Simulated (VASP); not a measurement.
The system is CoO.

```
CELL_PARAMETERS angstrom
0.00000 2.13150 2.13150
2.13150 0.00000 2.13150
2.13150 2.13150 0.00000
ATOMIC_POSITIONS crystal
Co 0.00000 0.00000 0.00000
O 0.50000 0.50000 0.50000
```

* Program: VASP 6.6.1
* Task: relaxation of cell and atoms
* Functional: revPBE
* Dispersion: D4
* Potentials or basis: VASP PAW PBE potentials, release 64 (Co, O)
* Cutoff: 600 eV
* k mesh: 11 × 11 × 11
* Occupations: fermi-dirac, width 0.05 eV
* Spin: collinear spin, ferromagnetic start
* Starting moments: [2.0, 0.0] μB

At the start: pressure -4.5 GPa; volume 9.68 Å³/atom.

Problem. Where does the relaxation end?

Solution. Over 3 steps the energy falls by 3.9 meV/atom and the volume is 9.42 Å³/atom (-2.8 %); space group Fm-3m (No. 225, to 0.1 Å) before and after; moment 2.86 μB per cell.

The path:
```csv
step,energy change (eV),largest force (eV/Å),pressure (GPa),volume (Å³)
1,0.0000,0.0000,-4.51,19.37
2,-0.0064,0.0000,2.04,18.61
3,-0.0078,0.0000,0.02,18.83
```

Final structure:
```
Co O
1.0
     0.00000    2.11160    2.11160
     2.11160    0.00000    2.11160
     2.11160    2.11160    0.00000
Co O
1 1
Cartesian
  0.0000 0.0000 0.0000
  2.1116 2.1116 2.1116
```

Caveat: the PAW data sets were made with another functional, which shifts forces and pressure a little; a cell with one magnetic atom can't hold antiferromagnetic order, which such compounds often take.
